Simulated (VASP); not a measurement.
# Na (Im-3m) in VASP: notebook

Runs on Na. Level: PBE. Tasks: electric field gradients.

All numbers are computed with VASP 6.6.1; they aren't measurements. Logs are shortened: lines on timing, memory, paths and dates and some standing lists are left out, and cuts for length are marked.

## Step 1: The cell of the first run

Symmetry: Im-3m, No. 229, cubic system. Conventional cell: a = 4.149 Å, b = 4.149 Å, c = 4.149 Å, α = 90.00°, β = 90.00°, γ = 90.00°. Na (site symmetry m-3m) has 14 Na at 3.59 to 4.15 Å within 4.7 Å.

## Step 2: Electric field gradients, PBE (35.70 Å³/atom)

Contents of INCAR:

```
ALGO = Normal
EDIFF = 1E-8
ENCUT = 400
GGA = PE
GGA_COMPAT = F
ISIF = 2
ISMEAR = -1
LASPH = T
LCHARG = F
LEFG = T
LREAL = F
LWAVE = F
NBANDS = 10
NELM = 120
PREC = Accurate
SIGMA = 0.05
```

Contents of KPOINTS:

```
k-points
0
Gamma
  12 12 12
```

Contents of POSCAR:

```
Na
1.0
   -2.0742735852      2.0742735852      2.0742735852
    2.0742735852     -2.0742735852      2.0742735852
    2.0742735852      2.0742735852     -2.0742735852
Na
1
Direct
    0.0000000000      0.0000000000      0.0000000000
```

Potentials or basis: VASP PAW PBE potentials, release 64 (Na_pv).

Command:

```bash
> cat potpaw_PBE.64/Na_pv/POTCAR > POTCAR
> mpirun -np 1 vasp_std > vasp.out
```

OUTCAR:

```text
EDIFF = 1E-8
   ENCUT = 400
   GGA = PE
   ISIF = 2
   ISMEAR = -1
   LASPH = T
   LREAL = F
   NELM = 120
   PREC = Accurate

 ion  position               nearest neighbor table
   1  0.000  0.000  0.000-

  LATTYP: Found a body centered cubic cell.
 ALAT       =     4.1485471704

  Lattice vectors:

 A1 = (  -2.0742735852,   2.0742735852,   2.0742735852)
 A2 = (   2.0742735852,  -2.0742735852,   2.0742735852)
 A3 = (   2.0742735852,   2.0742735852,  -2.0742735852)

Analysis of symmetry for initial positions (statically):
=====================================================================
 Subroutine PRICEL returns:
 Original cell was already a primitive cell.

 Routine SETGRP: Setting up the symmetry group for a
 body centered cubic supercell.

 Subroutine GETGRP returns: Found 48 space group operations
 (whereof 48 operations were pure point group operations)
 out of a pool of 48 trial point group operations.

The static configuration has the point symmetry O_h .

Analysis of symmetry for dynamics (positions and initial velocities):
=====================================================================
 Subroutine PRICEL returns:
 Original cell was already a primitive cell.

 Routine SETGRP: Setting up the symmetry group for a
 body centered cubic supercell.

 Subroutine GETGRP returns: Found 48 space group operations
 (whereof 48 operations were pure point group operations)
 out of a pool of 48 trial point group operations.

The dynamic configuration has the point symmetry O_h .

 Subroutine INISYM returns: Found 48 space group operations
 (whereof 48 operations are pure point group operations),
 and found     1 'primitive' translations

----------------------------------------------------------------------------------------

                                     Primitive cell

  volume of cell :      35.6992

  direct lattice vectors                    reciprocal lattice vectors
[... 120 lines left out ...]
   NGX = 11   NGY = 11   NGZ = 11

 number of electron       7.0000026 magnetization

 Free energy of the ion-electron system (eV)
  ---------------------------------------------------
  ext. energy  EPLUGINS =         0.00000000
  ---------------------------------------------------
  free energy    TOTEN  =        -1.31007651 eV

  energy without entropy =       -1.30478971  energy(sigma->0) =       -1.30743311

 E-fermi :   0.4026     XC(G=0):  -6.6025

 val. band max:        0.3657051503   @ k =  -0.3333   0.4167   0.1667
 cond. band min:       0.4799197426   @ k =   0.3333   0.1667   0.0000
 fundamental gap:      0.1142145923
 Fermi energy:         0.4025840900

 k-point     1 :       0.0000    0.0000    0.0000
  band No.  band energies     occupation
      1     -24.4303      2.00000
      2     -24.4303      2.00000
      3     -24.4303      2.00000
      4      -2.9203      2.00000
      5      12.4172      0.00000
      6      12.4172      0.00000
      7      12.4172      0.00000
      8      13.4399      0.00000
      9      13.4399      0.00000
     10      14.0131      0.00000
[... 287 lines left out ...]
 k-point    24 :       0.4167    0.0833    0.0833
  band No.  band energies     occupation
      1     -24.4683      2.00000
      2     -24.4456      2.00000
      3     -24.4330      2.00000
      4       1.4263      0.00000
      5       1.9347      0.00000
      6       6.7863      0.00000
      7       7.9820      0.00000
      8      12.4081      0.00000
      9      13.2535      0.00000
     10      17.1629      0.00000

 [... further k-points ...]

------------------------ aborting loop because EDIFF is reached ----------------------------------------

  FORCE on cell =-STRESS in cart. coord.  units (eV):
  Direction    XX          YY          ZZ          XY          YZ          ZX
  --------------------------------------------------------------------------------------
  -------------------------------------------------------------------------------------
  Total        0.0248733      0.0248733      0.0248733     -0.0000000      0.0000000     -0.0000000
  in kB        1.1163122      1.1163122      1.1163122     -0.0000000      0.0000000     -0.0000000
  external PRESSURE =       1.1163122 kB  Pullay stress =       0.0000000 kB

 VOLUME and BASIS-vectors are now :
 -----------------------------------------------------------------------------
  energy-cutoff  :      400.00
  volume of cell :       35.70
      direct lattice vectors                 reciprocal lattice vectors
    -2.074273585  2.074273585  2.074273585     0.000000000  0.241048241  0.241048241
     2.074273585 -2.074273585  2.074273585     0.241048241  0.000000000  0.241048241
     2.074273585  2.074273585 -2.074273585     0.241048241  0.241048241  0.000000000

 POSITION                                       TOTAL-FORCE (eV/Angst)
 -----------------------------------------------------------------------------------
      0.00000      0.00000      0.00000        -0.000000      0.000000     -0.000000
 -----------------------------------------------------------------------------------
    total drift:                               -0.000000     -0.000000      0.000000

  FREE ENERGIE OF THE ION-ELECTRON SYSTEM (eV)
  ---------------------------------------------------
  free  energy   TOTEN  =        -1.3100765147 eV

  energy  without entropy=       -1.3047897122  energy(sigma->0) =       -1.30743311

 Electric field gradients (V/A^2)
---------------------------------------------------------------------
 ion       V_xx      V_yy      V_zz      V_xy      V_xz      V_yz
---------------------------------------------------------------------
   1      -0.000     0.000     0.000    -0.010    -0.010    -0.010
---------------------------------------------------------------------

 Electric field gradients after diagonalization (V/A^2)
 (convention: |V_zz| > |V_xx| > |V_yy|)
----------------------------------------------------------------------
 ion       V_xx      V_yy      V_zz     asymmetry (V_yy - V_xx)/ V_zz
----------------------------------------------------------------------
   1       0.010     0.010    -0.019       0.000
----------------------------------------------------------------------

           NMR quadrupolar parameters

 Cq : quadrupolar parameter    Cq=e*Q*V_zz/h
 eta: asymmetry parameters     (V_yy - V_xx)/ V_zz
 Q  : nuclear electric quadrupole moment in mb (millibarn)
----------------------------------------------------------------------
 ion       Cq(MHz)       eta       Q (mb)
----------------------------------------------------------------------
   1      -0.000       0.000       1.000
----------------------------------------------------------------------
```

stdout:

```text
POSCAR found type information on POSCAR Na
 POSCAR found :  1 types and       1 ions
 scaLAPACK will be used
 LDA part: xc-table for (Slater+PW92), standard interpolation
 POSCAR, INCAR and KPOINTS ok, starting setup
 FFT: planning ... GRIDC
 FFT: planning ... GRID_SOFT
 FFT: planning ... GRID
 WAVECAR not read
 entering main loop
ion   1
```

It took 9.8 s on 1 thread of AMD EPYC 7R13 (Zen 3), shared host; peak memory 0.11 GiB.

What came out:

| Quantity | Value |
| --- | --- |
| Free energy | -1.3101 eV |
| Pressure | 0.1 GPa |
| Band gap on the k mesh | zero (an odd number of electrons rules out a gap without spin polarisation) |
| Largest electric field gradient by atom | zero within the noise of the run |

## Step 3: Electric field gradients, PBE (36.46 Å³/atom)

This run uses another cell than the first one, of 36.46 Å³/atom.

Contents of INCAR:

```
  ALGO = Normal
  EDIFF = 1E-8
  ENCUT = 400
  GGA = PE
  GGA_COMPAT = F
  ISIF = 2
  ISMEAR = -1
  LASPH = T
  LCHARG = F
  LEFG = T
  LREAL = F
  LWAVE = F
  NBANDS = 10
  NELM = 120
  PREC = Accurate
  SIGMA = 0.05
```

KPOINTS is that of step 2.

Contents of POSCAR:

```
Na
1.0
   -2.0888816270      2.0888816270      2.0888816270
    2.0888816270     -2.0888816270      2.0888816270
    2.0888816270      2.0888816270     -2.0888816270
Na
1
Direct
    0.0000000000      0.0000000000      0.0000000000
```

Potentials or basis: VASP PAW PBE potentials, release 64 (Na_pv).

Command:

```bash
> cat potpaw_PBE.64/Na_pv/POTCAR > POTCAR
> mpirun -np 1 vasp_std > vasp.out
```

OUTCAR:

```text
EDIFF = 1E-8
   ENCUT = 400
   GGA = PE
   ISIF = 2
   ISMEAR = -1
   LASPH = T
   LREAL = F
   NELM = 120
   PREC = Accurate

 ion  position               nearest neighbor table
   1  0.000  0.000  0.000-

  LATTYP: Found a body centered cubic cell.
 ALAT       =     4.1777632540

  Lattice vectors:

 A1 = (  -2.0888816270,   2.0888816270,   2.0888816270)
 A2 = (   2.0888816270,  -2.0888816270,   2.0888816270)
 A3 = (   2.0888816270,   2.0888816270,  -2.0888816270)

Analysis of symmetry for initial positions (statically):
=====================================================================
 Subroutine PRICEL returns:
 Original cell was already a primitive cell.

 Routine SETGRP: Setting up the symmetry group for a
 body centered cubic supercell.

 Subroutine GETGRP returns: Found 48 space group operations
 (whereof 48 operations were pure point group operations)
 out of a pool of 48 trial point group operations.

The static configuration has the point symmetry O_h .

Analysis of symmetry for dynamics (positions and initial velocities):
=====================================================================
 Subroutine PRICEL returns:
 Original cell was already a primitive cell.

 Routine SETGRP: Setting up the symmetry group for a
 body centered cubic supercell.

 Subroutine GETGRP returns: Found 48 space group operations
 (whereof 48 operations were pure point group operations)
 out of a pool of 48 trial point group operations.

The dynamic configuration has the point symmetry O_h .
[... 155 lines left out ...]
      3     -24.5086      2.00000
      4      -2.9377      2.00000
      5      12.2163      0.00000
      6      12.2163      0.00000
      7      12.2163      0.00000
      8      13.2268      0.00000
      9      13.2268      0.00000
     10      13.7907      0.00000
[... 287 lines left out ...]
 k-point    24 :       0.4167    0.0833    0.0833
  band No.  band energies     occupation
      1     -24.5437      2.00000
      2     -24.5224      2.00000
      3     -24.5107      2.00000
      4       1.3558      0.00000
      5       1.8463      0.00000
      6       6.6531      0.00000
      7       7.7933      0.00000
      8      12.1974      0.00000
      9      13.0109      0.00000
     10      16.8976      0.00000

 [... further k-points ...]

------------------------ aborting loop because EDIFF is reached ----------------------------------------

  FORCE on cell =-STRESS in cart. coord.  units (eV):
  Direction    XX          YY          ZZ          XY          YZ          ZX
  --------------------------------------------------------------------------------------
  -------------------------------------------------------------------------------------
  Total       -0.0154760     -0.0154760     -0.0154760      0.0000000      0.0000000      0.0000000
  in kB       -0.6800942     -0.6800942     -0.6800942      0.0000000      0.0000000      0.0000000
  external PRESSURE =      -0.6800942 kB  Pullay stress =       0.0000000 kB

 VOLUME and BASIS-vectors are now :
 -----------------------------------------------------------------------------
  energy-cutoff  :      400.00
  volume of cell :       36.46
      direct lattice vectors                 reciprocal lattice vectors
    -2.088881627  2.088881627  2.088881627     0.000000000  0.239362534  0.239362534
     2.088881627 -2.088881627  2.088881627     0.239362534  0.000000000  0.239362534
     2.088881627  2.088881627 -2.088881627     0.239362534  0.239362534  0.000000000

 POSITION                                       TOTAL-FORCE (eV/Angst)
 -----------------------------------------------------------------------------------
      0.00000      0.00000      0.00000        -0.000000      0.000000     -0.000000
 -----------------------------------------------------------------------------------
    total drift:                               -0.000000     -0.000000      0.000000

  FREE ENERGIE OF THE ION-ELECTRON SYSTEM (eV)
  ---------------------------------------------------
  free  energy   TOTEN  =        -1.3110076486 eV

  energy  without entropy=       -1.3056821099  energy(sigma->0) =       -1.30834488

 Electric field gradients (V/A^2)
---------------------------------------------------------------------
 ion       V_xx      V_yy      V_zz      V_xy      V_xz      V_yz
---------------------------------------------------------------------
   1       0.000     0.000     0.000    -0.009    -0.009    -0.009
---------------------------------------------------------------------

 Electric field gradients after diagonalization (V/A^2)
 (convention: |V_zz| > |V_xx| > |V_yy|)
----------------------------------------------------------------------
 ion       V_xx      V_yy      V_zz     asymmetry (V_yy - V_xx)/ V_zz
----------------------------------------------------------------------
   1       0.009     0.009    -0.017       0.000
----------------------------------------------------------------------

           NMR quadrupolar parameters

 Cq : quadrupolar parameter    Cq=e*Q*V_zz/h
 eta: asymmetry parameters     (V_yy - V_xx)/ V_zz
 Q  : nuclear electric quadrupole moment in mb (millibarn)
----------------------------------------------------------------------
 ion       Cq(MHz)       eta       Q (mb)
----------------------------------------------------------------------
   1      -0.000       0.000       1.000
----------------------------------------------------------------------
```

stdout:

```text
POSCAR found type information on POSCAR Na
 POSCAR found :  1 types and       1 ions
 scaLAPACK will be used
 LDA part: xc-table for (Slater+PW92), standard interpolation
 POSCAR, INCAR and KPOINTS ok, starting setup
 FFT: planning ... GRIDC
 FFT: planning ... GRID_SOFT
 FFT: planning ... GRID
 WAVECAR not read
 entering main loop
ion   1
```

It took 9.6 s on 1 thread of AMD EPYC 7R13 (Zen 3), shared host; peak memory 0.1 GiB.

What came out:

```
Free energy                             : -1.3110 eV
Pressure                                : -0.1 GPa
Band gap on the k mesh                  : zero (an odd number of electrons rules out a gap without spin polarisation)
Largest electric field gradient by atom : zero within the noise of the run
```

Levels at points of the mesh, in eV from the Fermi level:
```tsv
k point	band 1	band 2	band 3	band 4	band 5	band 6
(0.00, 0.00, 0.00)	-24.85	-24.85	-24.85	-3.28	11.88	11.88
(0.50, 0.00, 0.00)	-24.89	-24.86	-24.85	0.80	1.27	8.31
(0.50, 0.50, 0.50)	-24.88	-24.88	-24.88	4.58	4.58	4.99
```

[end of part 1 of 2]
